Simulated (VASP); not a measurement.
Here is a VASP 6.6.1 calculation.

INCAR

```
SYSTEM = GePt
PREC = Accurate
ENCUT = 600
EDIFF = 1E-7
ISMEAR = 0
SIGMA = 0.1
LREAL = .False.
LASPH = .True.
NELM = 60
ALGO = Normal
ISIF = 3
LWAVE = .False.
LCHARG = .False.
GGA = PE
IBRION = 2
NSW = 90
EDIFFG = -0.04
```

The input KPOINTS:

```
Automatic mesh
0
Gamma
  6 6 4
  0 0 0
```

POSCAR

```
GePt
1.0
    4.1914240800      0.0000000000      0.0000000000
   -2.0957120400      3.6298797300      0.0000000000
    0.0000000000      0.0000000000      4.5173326000
Ge Pt
2 2
Direct
    0.3333333300      0.6666666700      0.0000000000
    0.6666666700      0.3333333300      0.0000000000
    0.3333333300      0.6666666700      0.5000000000
    0.6666666700      0.3333333300      0.5000000000
```

Potentials or basis: VASP PAW PBE potentials, release 64 (Ge_d, Pt).

Launch:

```bash
$ cat potpaw_PBE.64/Ge_d/POTCAR potpaw_PBE.64/Pt/POTCAR > POTCAR
$ mpirun -np 1 vasp_std > vasp.out
```

(1) Estimate the space group after relaxing (to 0.1 Å).

(2) Predict the band gap on the k mesh.

(3) Predict the relaxed cell.

## Answers

(1) P6/mmm (No. 191).

(2) zero (bands 24 and 25 overlap by 0.99 eV).

(3) a = 4.498 Å, b = 4.498 Å, c = 4.991 Å, α = 90.00°, β = 90.00°, γ = 120.00°.

Caveat: spin-orbit coupling is left out, which moves the levels of the heavy elements.
